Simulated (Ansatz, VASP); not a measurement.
## Two plane-wave programs on InP

The input INCAR:

```
SYSTEM = InP
  PREC = Accurate
  ENCUT = 520
  EDIFF = 1E-6
  ISMEAR = 0
  SIGMA = 0.1
  LREAL = .False.
  LASPH = .True.
  NELM = 80
  ALGO = Normal
  ISIF = 2
  LWAVE = .False.
  LCHARG = .False.
  GGA = PE
  NBANDS = 16
```

KPOINTS

```
regular mesh
0
Gamma
  4 4 4
  0 0 0
```

POSCAR

```
InP
1.0
    0.0000000000      2.9519763857      2.9519763857
    2.9519763857      0.0000000000      2.9519763857
    2.9519763857      2.9519763857      0.0000000000
In P
1 1
Direct
    0.0000000000      0.0000000000      0.0000000000
    0.2500000000      0.2500000000      0.2500000000
```

Input for Ansatz:

```yaml
crystal:
  lattice:
    - [0.0, 2.9519763857, 2.9519763857]
    - [2.9519763857, 0.0, 2.9519763857]
    - [2.9519763857, 2.9519763857, 0.0]
  atoms:
    - { symbol: In, position: [0.0, 0.0, 0.0] }
    - { symbol: P, position: [0.25, 0.25, 0.25] }
basis:
  ecutwfc: 420
kpoints:
  mp_grid: { grid: [4, 4, 4] }
hamiltonian:
  xc: pbe
scf:
  occupations: { method: gaussian, width: 0.1 }
output:
  forces: true
  stress: true
  eigenvalues: true
```

Alike in both runs: task single point; functional PBE; k mesh 4 × 4 × 4; occupations gaussian, width 0.1 eV; no spin polarisation.

|  | VASP | Ansatz |
| --- | --- | --- |
| version | VASP 6.6.1 | Ansatz 0.2.0 |
| potentials or method | VASP PAW PBE potentials, release 64 (In_d, P), cutoff 520 eV | scalar-relativistic, plane waves, PAW |
| valence electrons in the cell | 18 | 18 |

```csv
,VASP,Ansatz,Ansatz less VASP
gap on the k mesh at the Fermi level (eV),0.58,0.58,+0.003
least direct gap on the mesh (eV),0.58,0.58,+0.003
pressure (GPa),1.9,1.9,+0.05
```

The k mesh is coarse, so the values compare programs but aren't converged.
